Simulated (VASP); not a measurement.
A run of VASP 6.6.1 is set up as follows.

The input INCAR:

```
SYSTEM = AlC3
  ALGO = Normal
  EDIFF = 1E-6
  EDIFFG = -0.04
  ENCUT = 600
  GGA = PE
  IBRION = 2
  ISIF = 3
  ISMEAR = 0
  LASPH = .TRUE.
  LCHARG = .FALSE.
  LREAL = .FALSE.
  LWAVE = .FALSE.
  NELM = 100
  NSW = 90
  PREC = Accurate
  SIGMA = 0.1
```

KPOINTS

```
k-points
0
G
  6 6 6
  0 0 0
```

Contents of POSCAR:

```
AlC3
1.0
    3.3288735945      0.0000000000      0.0000000000
    0.0000000000      3.3288735945      0.0000000000
    0.0000000000      0.0000000000      3.3288735945
Al C
1 3
Direct
    0.0000000000      0.0000000000      0.0000000000
    0.0000000000      0.5000000000      0.5000000000
    0.5000000000      0.0000000000      0.5000000000
    0.5000000000      0.5000000000      0.0000000000
```

Potentials or basis: VASP PAW PBE potentials, release 64 (Al, C).

Launch:

```sh
$ cat potpaw_PBE.64/Al/POTCAR potpaw_PBE.64/C/POTCAR > POTCAR
$ mpirun -np 1 vasp_std > vasp.out
```

Task: Predict the relaxed cell.

Result: a = 3.216 Å, b = 3.216 Å, c = 3.216 Å, α = 90.00°, β = 90.00°, γ = 90.00°.

Task: Predict the space group after relaxing (to 0.05 Å).

Result: Pm-3m (No. 221).

Task: Estimate the relaxed volume.

Result: 8.31 Å³/atom.

The path:
| step | energy change (eV) | largest force (eV/Å) | pressure (GPa) | volume (Å³) |
| --- | --- | --- | --- | --- |
| 1 | 0.0000 | 0.0000 | -14.96 | 36.89 |
| 2 | -0.1731 | 0.0000 | 4.43 | 32.48 |
| 3 | -0.1838 | 0.0000 | 0.06 | 33.26 |
